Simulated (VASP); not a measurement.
# PbS (Galena) in VASP: notebook, part 2 of 2

VASP 6.6.1.

## (5) Single point, PBEsol

File INCAR:

```
ALGO = Normal
EDIFF = 1E-6
ENCUT = 520
GGA = PS
ISIF = 2
ISMEAR = -1
LASPH = T
LCHARG = F
LREAL = F
LWAVE = F
NBANDS = 17
NELM = 100
PREC = Accurate
SIGMA = 0.05
```

File KPOINTS:

```
k-points
0
Gamma
  7 7 7
```

File POSCAR:

```
PbS
1.0
    0.0148287500      2.9657500000      2.9657500000
    2.9657500000      0.0148287500      2.9657500000
    2.9805787500      2.9805787500      0.0000000000
Pb S
1 1
Direct
    0.0000000000      0.0000000000      0.0000000000
    0.5000000000      0.5000000000      0.5000000000
```

Potentials or basis: VASP PAW PBE potentials, release 64 (Pb_d, S).

On the command line:

```
$ cat potpaw_PBE.64/Pb_d/POTCAR potpaw_PBE.64/S/POTCAR > POTCAR
$ mpirun -np 1 vasp_std > vasp.out
```

OUTCAR:

```text
EDIFF = 1E-6
   ENCUT = 520
   GGA = PS
   ISIF = 2
   ISMEAR = -1
   LASPH = T
   LREAL = F
   NELM = 100
   PREC = Accurate

 ion  position               nearest neighbor table
   1  0.000  0.000  0.000-   2 2.97   2 2.97   2 2.97   2 2.97   2 2.97   2 2.97
   2  0.500  0.500  0.500-   1 2.97   1 2.97   1 2.97   1 2.97   1 2.97   1 2.97

  LATTYP: Found a body centered orthorhombic cell.
 ALAT       =     4.1732328532
 B/A-ratio  =     1.0100502513
 C/A-ratio  =     1.4213201632

  Lattice vectors:

 A1 = (   2.9657500000,   0.0148287500,  -2.9657500000)
 A2 = (  -2.9657500000,  -0.0148287500,  -2.9657500000)
 A3 = (   0.0148287500,   2.9657500000,   2.9657500000)

Analysis of symmetry for initial positions (statically):
=====================================================================
 Subroutine PRICEL returns:
 Original cell was already a primitive cell.

 Routine SETGRP: Setting up the symmetry group for a
 body centered orthorhombic supercell.

 Subroutine GETGRP returns: Found  8 space group operations
 (whereof  8 operations were pure point group operations)
 out of a pool of  8 trial point group operations.

The static configuration has the point symmetry D_2h.

Analysis of symmetry for dynamics (positions and initial velocities):
=====================================================================
 Subroutine PRICEL returns:
 Original cell was already a primitive cell.

 Routine SETGRP: Setting up the symmetry group for a
 body centered orthorhombic supercell.

 Subroutine GETGRP returns: Found  8 space group operations
 (whereof  8 operations were pure point group operations)
 out of a pool of  8 trial point group operations.

The dynamic configuration has the point symmetry D_2h.

 Subroutine INISYM returns: Found  8 space group operations
 (whereof  8 operations are pure point group operations),
[... 110 lines left out ...]
   EFERMI =   0.00;   METHOD = LEGACY
   ISMEAR =    -1;   SIGMA  =   0.05  broadening in eV -4-tet -1-fermi 0-gaus
   EFERMI_NEDOS =   21; number of points for ismear=-14 and -15
   IALGO  =     38    algorithm
   IMIX   =      4    mixing-type and parameters
     AMIX     =   0.40;   BMIX     =  1.00
     AMIX_MAG =   1.60;   BMIX_MAG =  1.00
  volume/ion in A,a.u.               =      26.09       176.03
  Fermi-wavevector in a.u.,A,eV,Ry     =   1.189261  2.247378 19.243293  1.414342
  Thomas-Fermi vector in A             =   2.325372
   LORBIT       =      0    0 simple, 1 ext, 2 COOP (PROOUT), +10 PAW based schemes
   GGA     = PS    functional components
   LHFCALC =     F    Hartree Fock is set to
   AEXX    =    0.0000 exact exchange contribution
   IVDW    =     0    specifies the selected vdW correction
   LEPSILON=     F    determine dielectric tensor
   LRPA    =     F    only Hartree local field effects (RPA)
 non-spin polarized calculation
  energy-cutoff  :      520.00
  volume of cell :       52.17
 maximum number of plane-waves:      1415
   NGX = 15   NGY = 15   NGZ = 15

 number of electron      19.9999998 magnetization

 Free energy of the ion-electron system (eV)
  ---------------------------------------------------
  ext. energy  EPLUGINS =         0.00000000
  ---------------------------------------------------
  free energy    TOTEN  =        -9.45752206 eV

  energy without entropy =       -9.45751547  energy(sigma->0) =       -9.45751876

 E-fermi :   5.8485     XC(G=0):  -9.8886

 val. band max:        5.4185850907   @ k =   0.0000   0.0000   0.4286
 cond. band min:       6.2720220719   @ k =   0.4286   0.0000   0.0000
 fundamental gap:      0.8534369812
 Fermi energy:         5.8484723000

 k-point     1 :       0.0000    0.0000    0.0000
  band No.  band energies     occupation
      1     -11.0572      2.00000
      2     -11.0569      2.00000
      3     -11.0562      2.00000
      4     -11.0433      2.00000
      5     -11.0427      2.00000
      6      -7.9176      2.00000
[... 457 lines left out ...]
      4     -11.0323      2.00000
      5     -11.0224      2.00000
      6      -7.2972      2.00000
[... 9 lines left out ...]
     16      14.7627      0.00000
     17      16.6172      0.00000

 [... further k-points ...]

------------------------ aborting loop because EDIFF is reached ----------------------------------------

  FORCE on cell =-STRESS in cart. coord.  units (eV):
  Direction    XX          YY          ZZ          XY          YZ          ZX
  --------------------------------------------------------------------------------------
  -------------------------------------------------------------------------------------
  Total       -0.3140146     -0.3140146     -0.3147221     -0.0650345      0.0000000      0.0000000
  in kB       -9.6435657     -9.6435657     -9.6652950     -1.9972477      0.0000000      0.0000000
  external PRESSURE =      -9.6508088 kB  Pullay stress =       0.0000000 kB

 VOLUME and BASIS-vectors are now :
 -----------------------------------------------------------------------------
  energy-cutoff  :      520.00
  volume of cell :       52.17
      direct lattice vectors                 reciprocal lattice vectors
     0.014828750  2.965750000  2.965750000    -0.169438612  0.169438612  0.168591419
     2.965750000  0.014828750  2.965750000     0.169438612 -0.169438612  0.168591419
     2.980578750  2.980578750  0.000000000     0.167752655  0.167752655 -0.168591419

 POSITION                                       TOTAL-FORCE (eV/Angst)
 -----------------------------------------------------------------------------------
      0.00000      0.00000      0.00000         0.000000     -0.000000     -0.000000
      2.98058      2.98058      2.96575        -0.000000      0.000000      0.000000
 -----------------------------------------------------------------------------------
    total drift:                                0.000000     -0.000000     -0.000000

  FREE ENERGIE OF THE ION-ELECTRON SYSTEM (eV)
  ---------------------------------------------------
  free  energy   TOTEN  =        -9.4575220567 eV

  energy  without entropy=       -9.4575154726  energy(sigma->0) =       -9.45751876
```

stdout:

```text
POSCAR found type information on POSCAR PbS
 POSCAR found :  2 types and       2 ions
 scaLAPACK will be used
 -----------------------------------------------------------------------------
|                                                                             |
|                                                                             |
|     You enforced a specific xc type in the INCAR file but a different       |
|     I HOPE YOU KNOW WHAT YOU ARE DOING!                                     |
|                                                                             |
 -----------------------------------------------------------------------------

 LDA part: xc-table for (Slater+PW92), standard interpolation
 POSCAR, INCAR and KPOINTS ok, starting setup
 FFT: planning ... GRIDC
 FFT: planning ... GRID_SOFT
 FFT: planning ... GRID
 WAVECAR not read
 entering main loop
```

Run time: 17 s. Hardware: 1 thread of Intel Xeon 6975P-C (Granite Rapids), shared host; peak memory 0.2 GiB.

What came out:

| Property | Result |
| --- | --- |
| Free energy | -9.4575 eV |
| Pressure | -1.0 GPa |
| Band gap on the k mesh | 0.85 eV, indirect (least direct gap 0.89 eV) |

Levels at points of the mesh, in eV from the valence-band top:
| k point | band 7 | band 8 | band 9 | band 10 | band 11 | band 12 | band 13 | band 14 |
| --- | --- | --- | --- | --- | --- | --- | --- | --- |
| (0.00, 0.00, 0.00) | -5.79 | -1.94 | -1.90 | -1.87 | 5.43 | 5.43 | 5.43 | 6.85 |

Caveat: the PAW data sets were made with another functional, which shifts forces and pressure a little; spin-orbit coupling is left out, which moves the levels of the heavy elements. A k mesh can miss the band edges.

## (6) The runs side by side

```tsv
cell	gap on the mesh (eV)	pressure (GPa)
a = 4.194 Å, angles 60.0°, 2 atoms	-	-1.0
a = 4.194, b = 4.194, c = 4.152 Å, angles 60.3, 60.3, 60.7°, 2 atoms	0.81	-1.0
a = 4.194, b = 4.194, c = 4.173 Å, angles 60.2, 60.2, 60.3°, 2 atoms	0.85	-1.0
a = 4.194, b = 4.194, c = 4.215 Å, angles 59.8, 59.8, 59.7°, 2 atoms	0.85	-1.0
```

Alike in all rows: task single point; level PBEsol; potentials or basis VASP PAW PBE potentials, release 64 (Pb_d, S); no spin polarisation; k mesh 7 × 7 × 7; cutoff (eV) 520; smearing fermi-dirac 0.05 eV.

Caveats: the PAW data sets were made with another functional, which shifts forces and pressure a little; spin-orbit coupling is left out, which moves the levels of the heavy elements.

Total energies depend on the potentials used, so only differences within one code and one set of settings carry meaning.
